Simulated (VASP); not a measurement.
Here is a VASP 6.6.1 calculation.

INCAR

```
PREC = Accurate
ENCUT = 520
EDIFF = 1E-6
ISMEAR = 0
SIGMA = 0.03
LREAL = False
LASPH = True
NELM = 80
ALGO = Normal
ISIF = 2
LWAVE = False
LCHARG = False
GGA = PS
NBANDS = 31
```

Contents of KPOINTS:

```
Automatic mesh
0
Gamma
  6 6 6
```

POSCAR

```
Si7Ge
1.0
    5.4591768537      0.0000000000      0.0000000000
    0.0000000000      5.4591768537      0.0000000000
    0.0000000000      0.0000000000      5.4591768537
Si Ge
7 1
Direct
    0.2525976808      0.2525976808      0.2525976808
    0.0000000000      0.5000000000      0.5000000000
    0.5000000000      0.5000000000      0.0000000000
    0.5000000000      0.0000000000      0.5000000000
    0.7474023192      0.2525976808      0.7474023192
    0.7474023192      0.7474023192      0.2525976808
    0.2525976808      0.7474023192      0.7474023192
    0.0000000000      0.0000000000      0.0000000000
```

Potentials or basis: VASP PAW PBE potentials, release 64 (Si, Ge_d).

Run with:

```console
$ cat potpaw_PBE.64/Si/POTCAR potpaw_PBE.64/Ge_d/POTCAR > POTCAR
$ mpirun -np 1 vasp_std > vasp.out
```

(1) What does it give for the pressure?

(2) Predict the largest force.

(3) What does it give for the band gap on the k mesh?

Results:

(1) 0.1 GPa.

(2) 0.009 eV/Å.

(3) 0.27 eV.

Caveat: the PAW data sets were made with another functional, which shifts forces and pressure a little.
